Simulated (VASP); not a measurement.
Wanted: the native input for a VASP 6.6.1 run.

* Task: single point
* Functional: PBE
* Potentials or basis: VASP PAW PBE potentials, release 64 (Ta_pv, S)
* Cutoff: 520 eV
* k mesh: 8 × 8 × 1
* Occupations: gaussian, width 0.1 eV
* Spin: no spin polarisation
* Dipole correction: yes
* Further INCAR settings: ALGO = Normal; EDIFF = 1e-06; NBANDS = 33

The structure of Ta4S lies in POSCAR:

```
Ta4S
1.0
    3.3189671341      0.0000000000      0.0000000000
    0.0000000000      3.3189671341      0.0000000000
    0.0000000000      0.0000000000     20.2996559613
Ta S
4 1
Direct
    0.5000000000      0.5000000000      0.1970476745
    0.0000000000      0.0000000000      0.2787970189
    0.5000000000      0.5000000000      0.3599139055
    0.0000000000      0.0000000000      0.4334879359
    0.1250000000      0.1250000000      0.5398218885
```

One way to write it, as run:

INCAR

```
  PREC = Accurate
  ENCUT = 520
  EDIFF = 1E-6
  ISMEAR = 0
  SIGMA = 0.1
  LREAL = F
  LASPH = T
  NELM = 80
  ALGO = Normal
  ISIF = 2
  LWAVE = F
  LCHARG = F
  LDIPOL = T
  IDIPOL = 3
  DIPOL = 0.5 0.5 0.362
  GGA = PE
  NBANDS = 33
```

KPOINTS

```
Automatic mesh
0
Gamma
  8 8 1
```

Potentials or basis: VASP PAW PBE potentials, release 64 (Ta_pv, S).

Launch:

```sh
$ cat potpaw_PBE.64/Ta_pv/POTCAR potpaw_PBE.64/S/POTCAR > POTCAR
$ mpirun -np 1 vasp_std > vasp.out
```

It gave:

| Quantity | Value |
| --- | --- |
| Largest force | 2.207 eV/Å |
| Band gap on the k mesh | zero (bands 25 and 26 overlap by 0.95 eV) |

Caveat: spin-orbit coupling is left out, which moves the levels of the heavy elements.

It took 10 min on 1 thread of Intel Xeon 8259CL, on a shared host, peak memory 0.42 GiB.
